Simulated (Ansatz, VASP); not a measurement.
**GdN in VASP and in Ansatz**

```xyz
2
Lattice="0.0000 2.4689 2.4689 2.4689 0.0000 2.4689 2.4689 2.4689 0.0000" Properties=species:S:1:pos:R:3 pbc="T T T"
Gd    0.0000    0.0000    0.0000
N     2.4689    2.4689    2.4689
```

Alike in both runs: functional PBE; dispersion D3(BJ); k mesh 14 × 14 × 14; occupations gaussian, width 0.1 eV; collinear spin.

Ansatz relaxed the structure, and its values are those at the end. VASP's run is a single point on that final structure, the one shown.

|  | VASP | Ansatz |
| --- | --- | --- |
| version | VASP 6.6.1 | Ansatz 0.2.0 |
| potentials or method | VASP PAW PBE potentials, release 64 (Gd, N), cutoff 600 eV | scalar-relativistic, plane waves, PAW |
| valence electrons in the cell | 23 | 23 |

VASP gave:

| Item | Value |
| --- | --- |
| gap on the k mesh at the Fermi level (eV) | none |
| pressure (GPa) | 0.0 |
| net moment per atom (μB) | 3.50 |
| size of the moment on the site where the two differ most (μB) | 6.80 |

**Question.** Estimate Ansatz's values.

**Answer.** gap on the k mesh at the Fermi level (eV): none; pressure (GPa): 0.0; net moment per atom (μB): 3.50; size of the moment on the site where the two differ most (μB): 6.86.

Site moments also hang on the region over which each program counts them. A gap of «none» marks a metal or a gap that the smearing closes.

Neither program's run includes spin-orbit coupling.
